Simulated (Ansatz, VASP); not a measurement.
# Ge2Sb2Te5 in VASP and in Ansatz

Contents of INCAR:

```
PREC = Accurate ; ENCUT = 520
EDIFF = 1E-6 ; ISMEAR = 0
SIGMA = 0.01 ; LREAL = F
LASPH = T ; NELM = 80
ALGO = Normal ; ISIF = 2
LWAVE = F ; LCHARG = T
GGA = PE ; LELF = T
LVHAR = T ; NBANDS = 44
```

The input KPOINTS:

```
Automatic mesh
0
Gamma
  6 6 4
```

File POSCAR:

```
Ge2Sb2Te5
1.0
    6.7618794303     -3.0484076109     -0.0457210521
    6.7962865522      3.1251572932     -0.0259911345
   -6.8068961491     -0.0162966897      6.8670496086
Ge Sb Te
2 2 5
Direct
    0.4844286385      0.5144615843      0.0178556752
    0.2801466767      0.2863736253      0.1915939091
    0.1175662750      0.1114979014      0.4184743820
    0.8964760471      0.8956240433      0.5877681446
    0.3969933311      0.3981680144      0.5951349863
    0.1930990536      0.2030927640      0.7990354916
    0.0167056774      0.0086319366      0.0100963999
    0.7964054676      0.7943584029      0.2024998271
    0.5968308662      0.5965244965      0.3890173609
```

Input for Ansatz:

```yaml
crystal:
  lattice:
    - [6.7618794303, -3.0484076109, -0.0457210521]
    - [6.7962865522, 3.1251572932, -0.0259911345]
    - [-6.8068961491, -0.0162966897, 6.8670496086]
  atoms:
    - { symbol: Ge, position: [0.4844286385, 0.5144615843, 0.0178556752] }
    - { symbol: Ge, position: [0.2801466767, 0.2863736253, 0.1915939091] }
    - { symbol: Sb, position: [0.117566275, 0.1114979014, 0.418474382] }
    - { symbol: Sb, position: [0.8964760471, 0.8956240433, 0.5877681446] }
    - { symbol: Te, position: [0.3969933311, 0.3981680144, 0.5951349863] }
    - { symbol: Te, position: [0.1930990536, 0.203092764, 0.7990354916] }
    - { symbol: Te, position: [0.0167056774, 0.0086319366, 0.0100963999] }
    - { symbol: Te, position: [0.7964054676, 0.7943584029, 0.2024998271] }
    - { symbol: Te, position: [0.5968308662, 0.5965244965, 0.3890173609] }
basis:
  ecutwfc: 600
kpoints:
  mp_grid: { grid: [6, 6, 4] }
hamiltonian:
  xc: pbe
scf:
  occupations: { method: gaussian, width: 0.01 }
output:
  forces: true
  stress: true
  eigenvalues: true
```

Change from the starting cell: ecut displaced: 600 eV.

Alike in both runs: task single point; functional PBE; k mesh 6 × 6 × 4; occupations gaussian, width 0.01 eV; no spin polarisation.

|  | VASP | Ansatz |
| --- | --- | --- |
| version | VASP 6.6.1 | Ansatz 0.2.0 |
| potentials or method | VASP PAW PBE potentials, release 64 (Ge_d, Sb, Te), cutoff 520 eV | scalar-relativistic, plane waves, PAW |
| valence electrons in the cell | 68 | 138 |

Ansatz gave:

| Quantity | Value |
| --- | --- |
| gap on the k mesh at the Fermi level (eV) | 0.04 |
| least direct gap on the mesh (eV) | 0.05 |
| pressure (GPa) | 0.9 |
| traceless stress, the component that is largest in VASP (GPa) | -1.80 |
| rms of the force components (eV/Å) | 0.191 |

Question: What did VASP give for the same quantities?

Answer: gap on the k mesh at the Fermi level (eV): 0.03; least direct gap on the mesh (eV): 0.05; pressure (GPa): 0.9; traceless stress, the component that is largest in VASP (GPa): -1.83; rms of the force components (eV/Å): 0.195.

Atom by atom the forces differ by 0.008 eV/Å (rms over components). The functional is the same, so the differences come from potentials, cutoffs and numerics. VASP's potentials hold 68 valence electrons a cell and Ansatz's 138, so a difference there can come from the potentials and not from the codes.

Neither program's run includes spin-orbit coupling.
